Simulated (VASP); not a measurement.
The system is Nb2Te.

```
Nb Te
1.0
     5.02966    0.00000    0.00000
    -2.51483    4.35582    0.00000
     0.00000    0.00000    2.98646
Nb Te
2 1
Cartesian
  0.0000 2.9039 1.4932
  2.5148 1.4519 1.4932
  0.0000 0.0000 1.4932
```

| Property | Result |
| --- | --- |
| Program | VASP 6.6.1 |
| Task | relaxation of cell and atoms |
| Functional | PBE |
| Potentials or basis | VASP PAW PBE potentials, release 64 (Nb_sv, Te) |
| Cutoff | 600 eV |
| k mesh | 6 × 6 × 6 |
| Occupations | gaussian, width 0.1 eV |
| Spin | no spin polarisation |

At the start: pressure -0.7 GPa; volume 21.81 Å³/atom.

Where does the relaxation end?

Over 3 steps the energy falls by 2.8 meV/atom and the volume is 21.59 Å³/atom (-1.0 %); space group P6/mmm (No. 191, to 0.05 Å).

Step by step:
```csv
step,energy change (eV),largest force (eV/Å),pressure (GPa),volume (Å³)
1,0.0000,0.0000,-0.66,65.43
2,-0.0075,0.0000,0.31,64.57
3,-0.0084,0.0000,0.06,64.78
```

Final structure:
```
Nb Te
1.0
     5.04014    0.00000    0.00000
    -2.52007    4.36489    0.00000
     0.00000    0.00000    2.94479
Nb Te
2 1
Direct
  0.33333 0.66667 0.50000
  0.66667 0.33333 0.50000
  0.00000 0.00000 0.50000
```
